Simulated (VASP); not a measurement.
# Ca3Co (Pm-3m) in VASP: notebook, part 2 of 2

VASP 6.6.1.

## 4. Relaxation of cell and atoms, PBE, collinear spin, ferromagnetic start

INCAR reads:

```
PREC = Accurate
ENCUT = 600
EDIFF = 1E-6
ISMEAR = 0
SIGMA = 0.1
LREAL = F
LASPH = T
NELM = 150
ALGO = Normal
ISIF = 3
LWAVE = F
LCHARG = F
ISPIN = 2
MAGMOM = 0 0 0 1.02
LORBIT = 11
LMAXMIX = 4
GGA = PE
IBRION = 2
NSW = 90
EDIFFG = -0.04
```

KPOINTS reads:

```
Automatic mesh
0
Gamma
  4 4 4
```

POSCAR reads:

```
Ca3Co
1.0
    4.5229925743      0.0000000000      0.0000000000
    0.0000000000      4.5229925743      0.0000000000
    0.0000000000      0.0000000000      4.5229925743
Ca Co
3 1
Direct
    0.0000000000      0.5000000000      0.5000000000
    0.5000000000      0.0000000000      0.5000000000
    0.5000000000      0.5000000000      0.0000000000
    0.0000000000      0.0000000000      0.0000000000
```

Potentials or basis: VASP PAW PBE potentials, release 64 (Ca_sv, Co).

Launch:

```
> cat potpaw_PBE.64/Ca_sv/POTCAR potpaw_PBE.64/Co/POTCAR > POTCAR
> mpirun -np 1 vasp_std > vasp.out
```

OUTCAR:

```text
PREC = Accurate
   ENCUT = 600
   EDIFF = 1E-6
   ISMEAR = 0
   LREAL = F
   LASPH = T
   NELM = 150
   ISIF = 3
   ISPIN = 2
   LORBIT = 11
   GGA = PE
   IBRION = 2
   NSW = 90
   EDIFFG = -0.04

 ion  position               nearest neighbor table
   1  0.000  0.500  0.500-
   2  0.500  0.000  0.500-
   3  0.500  0.500  0.000-
   4  0.000  0.000  0.000-

  LATTYP: Found a simple cubic cell.
 ALAT       =     4.5229925743

  Lattice vectors:

 A1 = (   4.5229925743,   0.0000000000,   0.0000000000)
 A2 = (   0.0000000000,   4.5229925743,   0.0000000000)
 A3 = (   0.0000000000,   0.0000000000,   4.5229925743)

Analysis of symmetry for initial positions (statically):
=====================================================================
 Subroutine PRICEL returns:
 Original cell was already a primitive cell.

 Routine SETGRP: Setting up the symmetry group for a
 simple cubic supercell.

 Subroutine GETGRP returns: Found 48 space group operations
 (whereof 48 operations were pure point group operations)
 out of a pool of 48 trial point group operations.

The static configuration has the point symmetry O_h .

Analysis of symmetry for dynamics (positions and initial velocities):
=====================================================================
[... 201 lines left out ...]

 number of electron      38.9999983 magnetization       0.0036831

 E-fermi :   3.5807     XC(G=0):  -9.1821

 val. band max:        3.5503247513   @ k =   0.5000   0.2500   0.0000
 cond. band min:       3.6524121789   @ k =   0.5000   0.2500   0.0000
 fundamental gap:      0.1020874275
 Fermi energy:         3.5806879517

 spin component 1

 k-point     1 :       0.0000    0.0000    0.0000
  band No.  band energies     occupation
      1     -37.6582      1.00000
      2     -37.5606      1.00000
      3     -37.5606      1.00000
      4     -18.8864      1.00000
      5     -18.8864      1.00000
      6     -18.8864      1.00000
[... 611 lines left out ...]
 number of electron      38.9999982 magnetization      -0.0000216

 number of electron      38.9999982 magnetization       0.0051311

 Free energy of the ion-electron system (eV)
  ---------------------------------------------------
  ext. energy  EPLUGINS =         0.00000000
  ---------------------------------------------------
  free energy    TOTEN  =       -10.94520160 eV

  energy without entropy =      -10.91111438  energy(sigma->0) =      -10.92815799

 E-fermi :   3.3590     XC(G=0):  -9.0255

 val. band max:        3.3485162687   @ k =   0.5000   0.2500   0.0000
 cond. band min:       3.4170492869   @ k =   0.5000   0.5000   0.2500
 fundamental gap:      0.0685330181
 Fermi energy:         3.3590074932

 spin component 1

 k-point     1 :       0.0000    0.0000    0.0000
  band No.  band energies     occupation
      1     -37.9638      1.00000
      2     -37.8812      1.00000
      3     -37.8812      1.00000
      4     -19.1647      1.00000
      5     -19.1647      1.00000
      6     -19.1647      1.00000
[... 563 lines left out ...]
  FREE ENERGIE OF THE ION-ELECTRON SYSTEM (eV)
  ---------------------------------------------------
  free  energy   TOTEN  =       -10.9452015980 eV

  energy  without entropy=      -10.9111143771  energy(sigma->0) =      -10.92815799

 reached required accuracy - stopping structural energy minimisation

 total charge

# of ion       s       p       d       tot
------------------------------------------
    1        2.089   5.833   0.251   8.174
    2        2.089   5.833   0.251   8.174
    3        2.089   5.833   0.251   8.174
    4        0.414   0.123   7.329   7.866
--------------------------------------------------
tot          6.682  17.623   8.083  32.387

 magnetization (x)

# of ion       s       p       d       tot
------------------------------------------
    1        0.000   0.000   0.000   0.001
    2        0.000   0.000   0.000   0.001
    3        0.000   0.000   0.000   0.001
    4       -0.000   0.000  -0.001  -0.001
--------------------------------------------------
tot          0.000   0.000  -0.000   0.000
```

CONTCAR:

```text
Ca3Co
   1.00000000000000
     4.8115527213995062    0.0000000000000000   -0.0000000000000000
     0.0000000000000000    4.8115527213995062   -0.0000000000000000
     0.0000000000000000    0.0000000000000000    4.8115527213995062
  Ca              Co
     3     1
Direct
     0.0000000000000000    0.5000000000000000    0.5000000000000000
     0.5000000000000000    0.0000000000000000    0.5000000000000000
     0.5000000000000000    0.5000000000000000    0.0000000000000000
     0.0000000000000000    0.0000000000000000    0.0000000000000000

  0.00000000E+00  0.00000000E+00  0.00000000E+00
  0.00000000E+00  0.00000000E+00  0.00000000E+00
  0.00000000E+00  0.00000000E+00  0.00000000E+00
  0.00000000E+00  0.00000000E+00  0.00000000E+00
```

Run time: 5.3 min. Hardware: 1 thread of Intel Xeon Platinum 8259CL at 2.50GHz (Skylake/Cascade Lake), shared host; peak memory 0.27 GiB.

What came out:

| Quantity | Value |
| --- | --- |
| Free energy | -10.9452 eV |
| Relaxed volume | 27.85 Å³/atom |
| Relaxed cell | a = 4.812 Å, b = 4.812 Å, c = 4.812 Å, α = 90.00°, β = 90.00°, γ = 90.00° |
| Space group after relaxing (to 0.1 Å) | Pm-3m (No. 221) |
| Energy gained by relaxing | 89.3 meV/atom |
| Ionic steps | 4 |
| Pressure after relaxing | 0.0 GPa |
| Net moment | 0.01 μB per cell |
| Valence electrons inside the program's atomic spheres | Ca 8.17; Co 7.87 |

Step by step:
```csv
step,energy change (eV),largest force (eV/Å),pressure (GPa),volume (Å³)
1,0.0000,0.0000,7.09,92.53
2,-0.3392,0.0000,1.26,106.92
3,-0.3510,0.0000,-0.89,114.84
4,-0.3572,0.0000,0.04,111.39
```

Final structure:
```cif
data_structure
_symmetry_space_group_name_H-M 'P 1'
_symmetry_Int_Tables_number 1
_cell_length_a 4.8116
_cell_length_b 4.8116
_cell_length_c 4.8116
_cell_angle_alpha 90.000
_cell_angle_beta 90.000
_cell_angle_gamma 90.000
_cell_volume 111.39
loop_
_atom_site_label
_atom_site_type_symbol
_atom_site_fract_x
_atom_site_fract_y
_atom_site_fract_z
_atom_site_occupancy
Ca1 Ca 0.00000 0.50000 0.50000 1
Ca2 Ca 0.50000 0.00000 0.50000 1
Ca3 Ca 0.50000 0.50000 0.00000 1
Co1 Co 0.00000 0.00000 0.00000 1
```

Levels at points of the mesh, in eV from the Fermi level:
Spin up:
```
           k point  band 17  band 18  band 19  band 20  band 21  band 22
(0.00, 0.00, 0.00)    -0.63    -0.63    -0.63     1.39     1.39     1.39
(0.50, 0.00, 0.00)    -0.48    -0.48    -0.27    -0.14     0.88     0.88
(0.50, 0.50, 0.00)    -0.46    -0.46    -0.43    -0.23    -0.08     0.97
(0.50, 0.50, 0.50)    -0.28    -0.28     0.47     0.47     0.47     0.51
```
Spin down:
| k point | band 17 | band 18 | band 19 | band 20 | band 21 | band 22 |
| --- | --- | --- | --- | --- | --- | --- |
| (0.00, 0.00, 0.00) | -0.63 | -0.63 | -0.63 | 1.39 | 1.39 | 1.39 |
| (0.50, 0.00, 0.00) | -0.48 | -0.48 | -0.27 | -0.14 | 0.88 | 0.88 |
| (0.50, 0.50, 0.00) | -0.46 | -0.46 | -0.43 | -0.24 | -0.08 | 0.97 |
| (0.50, 0.50, 0.50) | -0.28 | -0.28 | 0.48 | 0.48 | 0.48 | 0.51 |

Caveat: the volume moved by over 15 % at a fixed basis, so the end points are rough.

## 5. Overview

| task | cell | cutoff (eV) | gap on the mesh (eV) | pressure (GPa) | moment (μB) |
| --- | --- | --- | --- | --- | --- |
| single point | a = 4.523 Å, 4 atoms | 520 | none | 7.1 | 0.21 |
| single point | a = 4.915 Å, 4 atoms | 520 | none | 0.1 | 1.57 |
| relaxation of cell and atoms | relaxed from a = 4.523 Å, 4 atoms | 600 | none | 0.0 | 0.01 |

Alike in all rows: level PBE; potentials or basis VASP PAW PBE potentials, release 64 (Ca_sv, Co); spin collinear, ferromagnetic start; k mesh 4 × 4 × 4; smearing gaussian 0.1 eV.

Caveats: the cell stands under pressure (at least some runs); the volume moved by over 15 % at a fixed basis, so the end points are rough (at least some runs).

Total energies depend on the potentials used, so only differences within one code and one set of settings carry meaning.
